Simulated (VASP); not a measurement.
# AlN (P6_3mc) in VASP: a series of runs, part 2 of 2

VASP 6.6.1.

## (4) Single point, LDA

This run uses another cell than the first one, of the same volume but with other edges.

Contents of INCAR:

```
SYSTEM = AlN
  PREC = Accurate
  ENCUT = 520
  EDIFF = 1E-7
  ISMEAR = 0
  SIGMA = 0.05
  LREAL = .False.
  LASPH = .True.
  NELM = 80
  ALGO = Normal
  ISIF = 2
  LWAVE = .False.
  LCHARG = .False.
  GGA = CA
  NBANDS = 16
```

Contents of KPOINTS:

```
regular mesh
0
Gamma
  9 9 6
  0 0 0
```

Contents of POSCAR:

```
AlN
1.0
    3.0608159216      0.0000000000      0.0000000000
   -1.5304079608      2.6507443444      0.0000000000
    0.0000000000      0.0000000000      5.1425804165
Al N
2 2
Direct
    0.3333333333      0.6666666667      0.0000000000
    0.6666666667      0.3333333333      0.5000000000
    0.3333333333      0.6666666667      0.3850000000
    0.6666666667      0.3333333333      0.8850000000
```

On the command line:

```
cat potpaw_LDA.64/Al/POTCAR potpaw_LDA.64/N/POTCAR > POTCAR
mpirun -np 1 vasp_std > vasp.out
```

It took 17 s on 1 thread of Intel Xeon 6975P-C, shared host; peak memory 0.15 GiB.

The run converged. Its results:

| Property | Result |
| --- | --- |
| Free energy | -32.7385 eV |
| Pressure | -2.4 GPa |
| Largest force | 0.602 eV/Å |
| Band gap on the k mesh | 4.27 eV, direct |

Forces in eV/Å, atoms in the order of the input:
```
Al   0.000  0.000  0.602
Al   0.000  0.000  0.602
N    0.000  0.000 -0.602
N    0.000  0.000 -0.602
```

Stress tensor (GPa, compression positive):
```
  4.20   0.00   0.00
  0.00   4.20   0.00
  0.00   0.00 -15.65
```

Levels at points of the mesh, in eV from the valence-band top:
| k point | band 6 | band 7 | band 8 | band 9 | band 10 | band 11 |
| --- | --- | --- | --- | --- | --- | --- |
| (0.00, 0.00, 0.00) | -0.06 | -0.06 | 0.00 | 4.27 | 7.17 | 10.40 |
| (0.00, 0.00, 0.50) | -0.33 | -0.33 | -0.33 | 6.75 | 6.75 | 10.09 |

## (5) Single point, LDA

This run uses another cell than the first one, of the same volume but with other edges.

Contents of INCAR:

```
SYSTEM = AlN
PREC     = Accurate       ! precision mode
ENCUT    = 520            ! plane-wave cutoff, eV
EDIFF    = 1E-7           ! SCF threshold, eV
ISMEAR   = 0              ! smearing method
SIGMA    = 0.05           ! smearing width, eV
LREAL    = .False.        ! projectors in reciprocal space
LASPH    = .True.         ! aspherical terms in the spheres
NELM     = 60             ! most SCF steps
ALGO     = Normal         ! electronic algorithm
ISIF     = 2              ! what is computed and relaxed
LWAVE    = .False.        ! write WAVECAR
LCHARG   = .False.        ! write CHGCAR
GGA      = CA             ! functional
NBANDS   = 16             ! bands
```

Contents of KPOINTS:

```
Automatic mesh
0
Gamma
  9 9 6
  0 0 0
```

Contents of POSCAR:

```
AlN
1.0
    3.3512254781      0.0000000000      0.0000000000
   -1.6756127390      2.9022463978      0.0000000000
    0.0000000000      0.0000000000      4.2899103548
Al N
2 2
Direct
    0.3333333333      0.6666666667      0.0000000000
    0.6666666667      0.3333333333      0.5000000000
    0.3333333333      0.6666666667      0.3850000000
    0.6666666667      0.3333333333      0.8850000000
```

On the command line:

```
cat potpaw_LDA.64/Al/POTCAR potpaw_LDA.64/N/POTCAR > POTCAR
mpirun -np 1 vasp_std > vasp.out
```

Run time: 25 s. Hardware: 1 thread of Intel Xeon 6975P-C, shared host; peak memory 0.15 GiB.

It converged, with:

```yaml
Free_energy: -31.1013 eV
Pressure: 7.0 GPa
Largest_force: 5.404 eV/Å
Band_gap_on_the_k_mesh: 3.74 eV, direct
```

Forces in eV/Å, atoms in the order of the input:
```
Al   0.000  0.000 -5.404
Al   0.000  0.000 -5.404
N    0.000  0.000  5.404
N    0.000  0.000  5.404
```

Stress tensor (GPa, compression positive):
```
-24.65   0.00   0.00
  0.00 -24.65   0.00
  0.00   0.00  70.22
```

Levels at points of the mesh, in eV from the valence-band top:
```
           k point  band 5  band 6  band 7  band 8  band 9  band 10  band 11  band 12
(0.00, 0.00, 0.00)   -2.05   -0.59   -0.59    0.00    3.74     4.59     8.93     8.93
(0.00, 0.00, 0.50)   -1.35   -1.35   -1.35   -1.35    5.53     5.53     9.17     9.17
```

Caveat: forces of over 1 eV/Å act on the atoms, so gaps and moduli don't describe the material at rest. A k mesh can miss the band edges.

## (6) Single point, LDA

This run uses another cell than the first one, of the same volume but with other edges.

Contents of INCAR:

```
PREC = Accurate ; ENCUT = 520
EDIFF = 1E-6 ; ISMEAR = 0
SIGMA = 0.05 ; LREAL = False
LASPH = True ; NELM = 100
ALGO = Normal ; ISIF = 2
LWAVE = False ; LCHARG = False
GGA = CA ; NBANDS = 16
```

Contents of KPOINTS:

```
Automatic mesh
0
Gamma
  9 9 6
```

Contents of POSCAR:

```
AlN
1.0
    2.8504878489      0.0000000000      0.0000000000
   -1.4252439245      2.4685948904      0.0000000000
    0.0000000000      0.0000000000      5.9294870806
Al N
2 2
Direct
    0.3333333333      0.6666666667      0.0000000000
    0.6666666667      0.3333333333      0.5000000000
    0.3333333333      0.6666666667      0.3850000000
    0.6666666667      0.3333333333      0.8850000000
```

Potentials or basis: VASP PAW LDA potentials, release 64 (Al, N).

On the command line:

```
cat potpaw_LDA.64/Al/POTCAR potpaw_LDA.64/N/POTCAR > POTCAR
mpirun -np 1 vasp_std > vasp.out
```

OUTCAR:

```text
PREC = Accurate
   ENCUT = 520
   EDIFF = 1E-6
   ISMEAR = 0
   LREAL = False
   LASPH = True
   NELM = 100
   ISIF = 2
   GGA = CA

 ion  position               nearest neighbor table
   1  0.333  0.667  0.000-   4 1.78   4 1.78   4 1.78   3 2.28
   2  0.667  0.333  0.500-   3 1.78   3 1.78   3 1.78   4 2.28
   3  0.333  0.667  0.385-   2 1.78   2 1.78   2 1.78   1 2.28
   4  0.667  0.333  0.885-   1 1.78   1 1.78   1 1.78   2 2.28

  LATTYP: Found a hexagonal cell.
[... 657 lines left out ...]
  FORCE on cell =-STRESS in cart. coord.  units (eV):
  Direction    XX          YY          ZZ          XY          YZ          ZX
  --------------------------------------------------------------------------------------
  -------------------------------------------------------------------------------------
  Total       11.9798922     11.9798922    -11.5868366     -0.0000000     -0.0000000      0.0000000
  in kB      460.0206687    460.0206687   -444.9275711     -0.0000000     -0.0000000      0.0000000
  external PRESSURE =     158.3712554 kB  Pullay stress =       0.0000000 kB

 VOLUME and BASIS-vectors are now :
 -----------------------------------------------------------------------------
  energy-cutoff  :      520.00
  volume of cell :       41.72
      direct lattice vectors                 reciprocal lattice vectors
     2.850487849  0.000000000  0.000000000     0.350817142  0.202544371  0.000000000
    -1.425243924  2.468594890  0.000000000     0.000000000  0.405088743  0.000000000
     0.000000000  0.000000000  5.929487081     0.000000000  0.000000000  0.168648651

 POSITION                                       TOTAL-FORCE (eV/Angst)
 -----------------------------------------------------------------------------------
     -0.00000      1.64573      0.00000        -0.000000      0.000000      0.775368
      1.42524      0.82286      2.96474         0.000000      0.000000      0.775368
     -0.00000      1.64573      2.28285         0.000000      0.000000     -0.775368
      1.42524      0.82286      5.24760        -0.000000      0.000000     -0.775368
 -----------------------------------------------------------------------------------
    total drift:                               -0.000000      0.000000     -0.001107

  FREE ENERGIE OF THE ION-ELECTRON SYSTEM (eV)
  ---------------------------------------------------
  free  energy   TOTEN  =       -30.6457811735 eV

  energy  without entropy=      -30.6457811735  energy(sigma->0) =      -30.64578117
```

OSZICAR:

```text
N       E                     dE             d eps       ncg     rms          rms(c)
DAV:   1     0.383983641672E+02    0.38398E+02   -0.73392E+03  1536   0.891E+02
DAV:   2    -0.338066100212E+02   -0.72205E+02   -0.65383E+02  2072   0.178E+02
DAV:   3    -0.368814293581E+02   -0.30748E+01   -0.30660E+01  1976   0.382E+01
DAV:   4    -0.368977003676E+02   -0.16271E-01   -0.16270E-01  2008   0.329E+00
DAV:   5    -0.368978718008E+02   -0.17143E-03   -0.17143E-03  2040   0.332E-01    0.133E+01
DAV:   6    -0.308702725484E+02    0.60276E+01   -0.13847E+01  1808   0.258E+01    0.492E+00
DAV:   7    -0.307426459194E+02    0.12763E+00   -0.61155E-01  2000   0.504E+00    0.298E+00
DAV:   8    -0.306503562144E+02    0.92290E-01   -0.11867E-01  1976   0.258E+00    0.502E-01
DAV:   9    -0.306458085240E+02    0.45477E-02   -0.86977E-03  2056   0.687E-01    0.229E-01
DAV:  10    -0.306458390057E+02   -0.30482E-04   -0.11526E-03  1680   0.246E-01    0.996E-02
DAV:  11    -0.306457844336E+02    0.54572E-04   -0.29924E-04  1856   0.129E-01    0.303E-02
DAV:  12    -0.306457813030E+02    0.31306E-05   -0.81543E-06  2064   0.216E-02    0.189E-02
DAV:  13    -0.306457811735E+02    0.12950E-06   -0.13246E-06  1128   0.824E-03
   1 F= -.30645781E+02 E0= -.30645781E+02  d E =-.441602E-14
```

It took 22 s on 1 thread of Intel Xeon 6975P-C, shared host; peak memory 0.15 GiB.

What came out:

```
Free energy            : -30.6458 eV
Pressure               : 15.8 GPa
Largest force          : 0.775 eV/Å
Band gap on the k mesh : 1.83 eV, direct
```

Forces on the atoms (eV/Å):
```
Al   0.000  0.000  0.775
Al   0.000  0.000  0.775
N    0.000  0.000 -0.775
N    0.000  0.000 -0.775
```

Levels at points of the mesh, in eV from the valence-band top:
| k point | band 6 | band 7 | band 8 | band 9 | band 10 | band 11 |
| --- | --- | --- | --- | --- | --- | --- |
| (0.00, 0.00, 0.00) | -0.16 | 0.00 | 0.00 | 1.83 | 7.96 | 9.51 |
| (0.00, 0.00, 0.50) | -0.08 | -0.08 | -0.08 | 5.47 | 5.47 | 10.15 |

## (7) Summary

```tsv
cell	gap on the mesh (eV)	pressure (GPa)	largest force (eV/Å)
a = 3.014, b = 3.014, c = 5.305 Å, angles 90.0, 90.0, 120.0°, 4 atoms	4.04	-0.1	0.83
a = 3.154, b = 3.154, c = 4.844 Å, angles 90.0, 90.0, 120.0°, 4 atoms	4.07	-4.0	0.33
a = 3.061, b = 3.061, c = 5.143 Å, angles 90.0, 90.0, 120.0°, 4 atoms	4.27	-2.4	0.60
a = 3.351, b = 3.351, c = 4.290 Å, angles 90.0, 90.0, 120.0°, 4 atoms	3.74	7.0	5.40
a = 2.850, b = 2.850, c = 5.929 Å, angles 90.0, 90.0, 120.0°, 4 atoms	1.83	15.8	0.78
```

Alike in all rows: task single point; level LDA; potentials or basis VASP PAW LDA potentials, release 64 (Al, N); no spin polarisation; k mesh 9 × 9 × 6; cutoff (eV) 520; smearing gaussian 0.05 eV.

Caveats: forces of over 1 eV/Å act on the atoms, so gaps and moduli don't describe the material at rest (some runs).

Total energies depend on the potentials used, so only differences within one code and one set of settings carry meaning.
